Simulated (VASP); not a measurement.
**NiO: single point with PBE+U**

NiO:

```xyz
2
Lattice="0.0000 2.1504 2.1504 2.1504 0.0000 2.1504 2.1504 2.1504 0.0000" Properties=species:S:1:pos:R:3 pbc="T T T"
Ni    0.0000    0.0000    0.0000
O     2.1504    2.1504    2.1504
```

```
Program             : VASP 6.6.1
Task                : single point
Functional          : PBE
Potentials or basis : VASP PAW PBE potentials, release 64 (Ni_sv_GW, O)
Cutoff              : 700 eV
k mesh              : 10 × 10 × 10
Occupations         : gaussian, width 0.05 eV
Spin                : collinear spin, ferromagnetic start
Starting moments    : [1.92, 0.21] μB
Hubbard terms       : Ni d U = 6.2 eV
```

| Quantity | Value |
| --- | --- |
| Pressure | -6.1 GPa |
| Band gap on the k mesh | 1.89 eV (least direct gap 2.97 eV) |
| Net moment | 2.00 μB per cell |
| Site moments | Ni +1.80; O +0.16 μB |
| Valence electrons inside the program's atomic spheres | Ni 16.05; O 5.00 |

Levels at points of the mesh, in eV from the valence-band top:
Spin up:
| k point | band 11 | band 12 | band 13 | band 14 | band 15 | band 16 |
| --- | --- | --- | --- | --- | --- | --- |
| (0.00, 0.00, 0.00) | -1.38 | -1.38 | -1.38 | 1.89 | 18.20 | 18.34 |
| (0.50, 0.00, 0.00) | -2.92 | 0.00 | 0.00 | 6.16 | 10.08 | 14.09 |
| (0.50, 0.50, 0.00) | -3.78 | -2.64 | -2.64 | 6.16 | 11.02 | 11.89 |
Spin down:
```csv
k point,band 8,band 9,band 10,band 11,band 12,band 13,band 14,band 15
"(0.00, 0.00, 0.00)",-3.42,-1.08,-1.08,-1.08,2.23,2.89,2.89,18.14
"(0.50, 0.00, 0.00)",-3.56,-1.98,-1.81,-1.81,4.98,4.98,6.34,10.54
"(0.50, 0.50, 0.00)",-2.66,-2.66,-2.36,-2.36,3.34,3.65,6.78,11.29
```

Eigenvalues of the final occupation matrices:
| site | spin | trace | eigenvalues |
| --- | --- | --- | --- |
| site 1 d | 1 | 4.75 | 0.94 0.94 0.94 0.97 0.97 |
| site 1 d | 2 | 2.97 | 0.09 0.09 0.93 0.93 0.93 |

It took 49 s on 1 thread of Intel(R) Xeon(R) 6975P-C (Granite Rapids), with other jobs on the host, peak memory 0.21 GiB.

Caveat: the cell stands under tension; a cell with one magnetic atom can't hold antiferromagnetic order, which such compounds often take. A k mesh can miss the band edges.
